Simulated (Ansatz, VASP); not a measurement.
## GaN in VASP and in Ansatz

The input INCAR:

```
SYSTEM = GaN
PREC = Accurate
ENCUT = 600
EDIFF = 1E-6
ISMEAR = 0
SIGMA = 0.01
LREAL = .False.
LASPH = .True.
NELM = 100
ALGO = Normal
ISIF = 3
LWAVE = .False.
LCHARG = .False.
GGA = PS
IBRION = 2
NSW = 80
EDIFFG = -0.01
```

File KPOINTS:

```
Automatic mesh
0
Gamma
  12 12 4
  0 0 0
```

Contents of POSCAR:

```
GaN
1.0
    3.1800000000      0.0000000000      0.0000000000
   -1.5900000000      2.7539607800      0.0000000000
    0.0000000000      0.0000000000      5.1660000000
Ga N
2 2
Direct
    0.3333333300      0.6666666700      0.0000000000
    0.6666666700      0.3333333300      0.5000000000
    0.3333333300      0.6666666700      0.3750000000
    0.6666666700      0.3333333300      0.8750000000
```

Input for Ansatz:

```yaml
crystal:
  lattice:
    - [3.18, 0.0, 0.0]
    - [-1.59, 2.75396078, 0.0]
    - [0.0, 0.0, 5.166]
  atoms:
    - { symbol: Ga, position: [0.33333333, 0.66666667, 0.0] }
    - { symbol: Ga, position: [0.66666667, 0.33333333, 0.5] }
    - { symbol: "N", position: [0.33333333, 0.66666667, 0.375] }
    - { symbol: "N", position: [0.66666667, 0.33333333, 0.8750000000000001] }
basis:
  ecutwfc: 571.4391111657479
kpoints:
  mp_grid:
    grid: [12, 12, 4]
    shift: [0.0, 0.0, 0.0]
hamiltonian:
  xc: pbesol
  dispersion: none
scf:
  occupations:
    method: fixed
relax:
  max_steps: 60
  cell: {}
```

Alike in both runs: task relaxation of cell and atoms; functional PBEsol; k mesh 12 × 12 × 4; no spin polarisation.

```csv
,VASP,Ansatz
version,VASP 6.6.1,Ansatz 0.2.0
potentials or method,"VASP PAW PBE potentials, release 64 (Ga_d, N), cutoff 600 eV","plane waves, PAW"
occupations,"gaussian, width 0.01 eV",fixed
valence electrons in the cell,36,36
```

Ansatz gave:

| Item | Value |
| --- | --- |
| relaxed volume (Å³/atom) | 11.37 |
| relaxed cell length with the largest relative difference (Å) | 3.182 |

Problem. Which values does VASP return?

Solution. Relaxed volume (Å³/atom): 11.35; relaxed cell length with the largest relative difference (Å): 3.180.

VASP's potentials were made for PBE, not for PBEsol.
